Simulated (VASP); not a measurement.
Here is a VASP 6.6.1 calculation.

The input INCAR:

```
SYSTEM = Cu
  PREC = Accurate
  ENCUT = 520
  EDIFF = 1E-6
  ISMEAR = 1
  SIGMA = 0.2
  LREAL = .False.
  LASPH = .True.
  NELM = 80
  ALGO = Normal
  ISIF = 2
  LWAVE = .False.
  LCHARG = .False.
  GGA = PS
  NBANDS = 12
```

KPOINTS

```
Automatic mesh
0
Gamma
  20 20 20
  0 0 0
```

POSCAR

```
Cu
1.0
   -1.4427933200      1.4427933200      1.3760814500
    1.4427933200     -1.4427933200      1.3760814500
    1.4427933200      1.4427933200     -1.3760814500
Cu
1
Direct
    0.0000000000      0.0000000000      0.0000000000
```

Potentials or basis: VASP PAW PBE potentials, release 64 (Cu).

Command:

```sh
$ cat potpaw_PBE.64/Cu/POTCAR > POTCAR
$ mpirun -np 1 vasp_std > vasp.out
```

Task: Predict the band gap on the k mesh.

Result: Zero (an odd number of electrons rules out a gap without spin polarisation).

Task: Estimate the pressure.

Result: -0.7 GPa.

Stress tensor (GPa, compression positive):
```
-0.50  0.00  0.00
 0.00 -0.50  0.00
 0.00  0.00 -1.03
```

Caveat: the PAW data sets were made with another functional, which shifts forces and pressure a little.
